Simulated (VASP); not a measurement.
Crystal: BeCd3Te4.

```xyz
8
Lattice="6.1400 0.0000 0.0000 0.0000 6.1400 0.0000 0.0000 0.0000 6.1400" Properties=species:S:1:pos:R:3 pbc="T T T"
Be    0.0000    0.0000    0.0000
Cd    3.0700    0.0000    3.0700
Cd    0.0000    3.0700    3.0700
Cd    3.0700    3.0700    0.0000
Te    1.4429    4.6971    4.6971
Te    4.6971    4.6971    1.4429
Te    4.6971    1.4429    4.6971
Te    1.4429    1.4429    1.4429
```

- Program: VASP 6.6.1
- Task: relaxation of cell and atoms
- Functional: PBE
- Potentials or basis: VASP PAW PBE potentials, release 64 (Be, Cd, Te)
- Cutoff: 600 eV
- k mesh: 3 × 3 × 3
- Occupations: gaussian, width 0.2 eV
- Spin: no spin polarisation

At the start: pressure 6.4 GPa; volume 28.93 Å³/atom.

Problem. How do energy, volume and symmetry change on relaxing?

Solution. Over 5 steps the energy falls by 81.6 meV/atom and the volume is 32.34 Å³/atom (+11.8 %); space group P-43m (No. 215, to 0.1 Å) before and after.

Step by step:
```tsv
step	energy change (eV)	largest force (eV/Å)	pressure (GPa)	volume (Å³)
1	0.0000	0.9406	6.39	231.48
2	-0.5570	0.2751	-1.64	272.35
3	-0.6048	0.3923	-0.24	262.01
4	-0.6310	0.2733	-0.13	260.90
5	-0.6528	0.0158	0.12	258.71
```

Final structure:
```cif
data_structure
_symmetry_space_group_name_H-M 'P 1'
_symmetry_Int_Tables_number 1
_cell_length_a 6.3719
_cell_length_b 6.3719
_cell_length_c 6.3719
_cell_angle_alpha 90.000
_cell_angle_beta 90.000
_cell_angle_gamma 90.000
_cell_volume 258.71
loop_
_atom_site_label
_atom_site_type_symbol
_atom_site_fract_x
_atom_site_fract_y
_atom_site_fract_z
_atom_site_occupancy
Be1 Be 0.00000 0.00000 0.00000 1
Cd1 Cd 0.50000 0.00000 0.50000 1
Cd2 Cd 0.00000 0.50000 0.50000 1
Cd3 Cd 0.50000 0.50000 0.00000 1
Te1 Te 0.22670 0.77330 0.77330 1
Te2 Te 0.77330 0.77330 0.22670 1
Te3 Te 0.77330 0.22670 0.77330 1
Te4 Te 0.22670 0.22670 0.22670 1
```
